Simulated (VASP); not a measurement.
Write the native input for VASP 6.6.1 that does the following.

```
Task                   : single point
Functional             : r2SCAN
Potentials or basis    : VASP PAW PBE potentials, release 64 (Pb_d, Se)
Cutoff                 : 520 eV
k mesh                 : 8 × 8 × 8
Occupations            : gaussian, width 0.01 eV
Spin                   : no spin polarisation
Dipole correction      : no
Further INCAR settings : ALGO = Normal; EDIFF = 1e-06; NBANDS = 17
```

PbSe:

```
Pb Se
1.0
     0.00000    3.08870    3.08870
     3.08870    0.00000    3.08870
     3.08870    3.08870    0.00000
Pb Se
1 1
Direct
  0.00000 0.00000 0.00000
  0.50000 0.50000 0.50000
```

These files were run (other wordings do the same):

POSCAR

```
PbSe
1.0
    0.0000000000      3.0887022193      3.0887022193
    3.0887022193      0.0000000000      3.0887022193
    3.0887022193      3.0887022193      0.0000000000
Pb Se
1 1
Direct
    0.0000000000      0.0000000000      0.0000000000
    0.5000000000      0.5000000000      0.5000000000
```

INCAR.step1

```
  PREC = Accurate
  ENCUT = 520
  ISMEAR = 0
  SIGMA = 0.01
  LREAL = F
  LASPH = T
  NELM = 80
  NBANDS = 17
  GGA = PE
  ALGO = Normal
  EDIFF = 1E-4
  LWAVE = T
  LCHARG = F
```

INCAR.step2

```
  PREC = Accurate
  ENCUT = 520
  EDIFF = 1E-6
  ISMEAR = 0
  SIGMA = 0.01
  LREAL = F
  LASPH = T
  NELM = 80
  ALGO = Normal
  ISIF = 2
  LWAVE = F
  LCHARG = T
  METAGGA = R2SCAN
  LMIXTAU = T
  LELF = T
  LVHAR = T
  NBANDS = 17
  ISTART = 1
```

KPOINTS

```
regular mesh
0
Gamma
  8 8 8
```

Potentials or basis: VASP PAW PBE potentials, release 64 (Pb_d, Se).

Run with:

```console
$ cat potpaw_PBE.64/Pb_d/POTCAR potpaw_PBE.64/Se/POTCAR > POTCAR
$ cp INCAR.step1 INCAR
$ mpirun -np 1 vasp_std > vasp.out
$ cp INCAR.step2 INCAR
$ mpirun -np 1 vasp_std > vasp.out
```

It gave:

- Pressure: 0.0 GPa
- Band gap on the k mesh: 0.67 eV, direct

Caveat: the PAW data sets were made with another functional, which shifts forces and pressure a little; spin-orbit coupling is left out, which moves the levels of the heavy elements.

Wall time 56 s on 1 thread of Intel Xeon 6975P-C (shared host), peak memory 0.2 GiB.
